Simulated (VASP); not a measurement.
Crystal: Re.

```xyz
1
Lattice="2.5051 0.0000 0.0000 0.0000 2.5051 0.0000 0.0000 0.0000 2.5051" Properties=species:S:1:pos:R:3 pbc="T T T"
Re    0.0000    0.0000    0.0000
```

| Quantity | Value |
| --- | --- |
| Program | VASP 6.6.1 |
| Task | relaxation of cell and atoms |
| Functional | PBEsol |
| Potentials or basis | VASP PAW PBE potentials, release 64 (Re_sv_GW) |
| Cutoff | 500 eV |
| k mesh | 15 × 15 × 15 |
| Occupations | fermi-dirac, width 0.1 eV |
| Spin | no spin polarisation |

At the start: pressure 15.1 GPa; volume 15.72 Å³/atom.

Question: Where does the relaxation end?

Answer: Over 4 steps the energy falls by 34.2 meV/atom and the volume is 16.48 Å³/atom (+4.9 %); space group Pm-3m (No. 221, to 0.05 Å).

Step by step:
| step | energy change (eV) | largest force (eV/Å) | pressure (GPa) | volume (Å³) |
| --- | --- | --- | --- | --- |
| 1 | 0.0000 | 0.0000 | 15.09 | 15.72 |
| 2 | 0.2956 | 0.0000 | -31.86 | 19.34 |
| 3 | -0.0340 | 0.0000 | -0.94 | 16.53 |
| 4 | -0.0342 | 0.0000 | -0.03 | 16.48 |

Final structure:
```
CELL_PARAMETERS angstrom
2.54501 0.00000 0.00000
0.00000 2.54501 0.00000
0.00000 0.00000 2.54501
ATOMIC_POSITIONS crystal
Re 0.00000 0.00000 0.00000
```

Caveat: the PAW data sets were made with another functional, which shifts forces and pressure a little.
